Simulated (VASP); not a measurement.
HfN (rocksalt type): relaxation of cell and atoms with PBEsol

The system is HfN (rocksalt type).

```
CELL_PARAMETERS angstrom
0.00000 2.15443 2.15443
2.15443 0.00000 2.15443
2.15443 2.15443 0.00000
ATOMIC_POSITIONS crystal
Hf 0.00000 0.00000 0.00000
N 0.50000 0.50000 0.50000
```

```
Program                : VASP 6.6.1
Task                   : relaxation of cell and atoms
Functional             : PBEsol
Potentials or basis    : VASP PAW PBE potentials, release 64 (Hf_pv, N)
Cutoff                 : 600 eV
k mesh                 : 15 × 15 × 15
Occupations            : fermi-dirac, width 0.1 eV
Spin                   : no spin polarisation
Dipole correction      : no
Further INCAR settings : ALGO = Normal; EDIFF = 1e-06; IBRION = 2; EDIFFG = -0.005; NSW = 60; ISIF = 3
```

```yaml
Relaxed_volume: 11.32 Å³/atom
Relaxed_cell: a = 3.175 Å, b = 3.175 Å, c = 3.175 Å, α = 60.00°, β = 60.00°, γ = 60.00°
Space_group_after_relaxing_to_0.05_Å: Fm-3m (No. 225)
Energy_gained_by_relaxing: 173.7 meV/atom
Ionic_steps: 20
Pressure_after_relaxing: 0.0 GPa
```

The path:
```csv
step,energy change (eV),largest force (eV/Å),pressure (GPa),volume (Å³)
1,0.0000,0.0000,47.15,20.00
2,0.9101,0.0000,-44.20,29.78
3,-0.3444,0.0000,-3.41,22.91
4,-0.3473,0.0000,-0.56,22.68
5,-0.3474,0.0000,0.15,22.62
6,-0.3474,0.0000,0.16,22.62
7,-0.3474,0.0000,0.16,22.62
8,-0.3474,0.0000,0.15,22.62
9,-0.3474,0.0000,0.15,22.62
10,-0.3474,0.0000,0.15,22.62
11,-0.3474,0.0000,0.15,22.62
12,-0.3474,0.0000,0.15,22.62
13,-0.3474,0.0000,0.15,22.62
14,-0.3474,0.0000,0.15,22.62
15,-0.3474,0.0000,0.15,22.62
16,-0.3474,0.0000,0.15,22.62
17,-0.3474,0.0000,0.15,22.63
18,-0.3474,0.0000,0.15,22.63
19,-0.3474,0.0000,0.14,22.63
20,-0.3474,0.0000,0.04,22.63
```

Final structure:
```xyz
2
Lattice="0.0000 2.2451 2.2451 2.2451 0.0000 2.2451 2.2451 2.2451 0.0000" Properties=species:S:1:pos:R:3 pbc="T T T"
Hf    4.4903    4.4903    4.4903
N     2.2451    2.2451    2.2451
```

Levels at points of the mesh, in eV from the Fermi level:
| k point | band 5 | band 6 | band 7 | band 8 | band 9 | band 10 | band 11 |
| --- | --- | --- | --- | --- | --- | --- | --- |
| (0.00, 0.00, 0.00) | -3.00 | -3.00 | -3.00 | -0.38 | -0.38 | -0.38 | 2.00 |

Run time: 3.6 min on 1 thread of Intel Xeon 8259CL, with other jobs on the host, peak memory 0.18 GiB.

Caveat: the PAW data sets were made with another functional, which shifts forces and pressure a little; spin-orbit coupling is left out, which moves the levels of the heavy elements.
